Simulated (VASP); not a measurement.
Write the native input for VASP 6.6.1 that does the following.

```
Task                   : single point
Functional             : RPBE
Potentials or basis    : VASP PAW PBE potentials, release 64 (V_sv)
Cutoff                 : 520 eV
k mesh                 : 15 × 15 × 8
Occupations            : fermi-dirac, width 0.1 eV
Spin                   : no spin polarisation
Dipole correction      : no
Further INCAR settings : ALGO = Normal; EDIFF = 1e-06; NBANDS = 20
```

The structure of V lies in POSCAR:

```
V
1.0
    2.6387479703      0.0000000000      0.0000000000
   -1.3193739851      2.2852227764      0.0000000000
    0.0000000000      0.0000000000      4.7119523527
V
2
Direct
    0.3333333333      0.6666666667      0.2500000000
    0.6666666667      0.3333333333      0.7500000000
```

The input as run:

INCAR

```
ALGO = Normal ; EDIFF = 1E-6
ENCUT = 520 ; GGA = RP
ISIF = 2 ; ISMEAR = -1
LASPH = T ; LCHARG = F
LREAL = F ; LWAVE = F
NBANDS = 20 ; NELM = 100
PREC = Accurate ; SIGMA = 0.1
```

KPOINTS

```
k-points
0
Gamma
  15 15 8
```

Potentials or basis: VASP PAW PBE potentials, release 64 (V_sv).

Command:

```console
$ cat potpaw_PBE.64/V_sv/POTCAR > POTCAR
$ mpirun -np 1 vasp_std > vasp.out
```

It gave:

```yaml
Pressure: 0.3 GPa
Band_gap_on_the_k_mesh: zero (band 13 reaches 10.98 eV, above the bottom of band 14 at 8.91 eV)
```

Caveat: the PAW data sets were made with another functional, which shifts forces and pressure a little.

It took 21 s on 1 thread of Intel(R) Xeon(R) 6975P-C (Granite Rapids), on a shared host, peak memory 0.18 GiB.
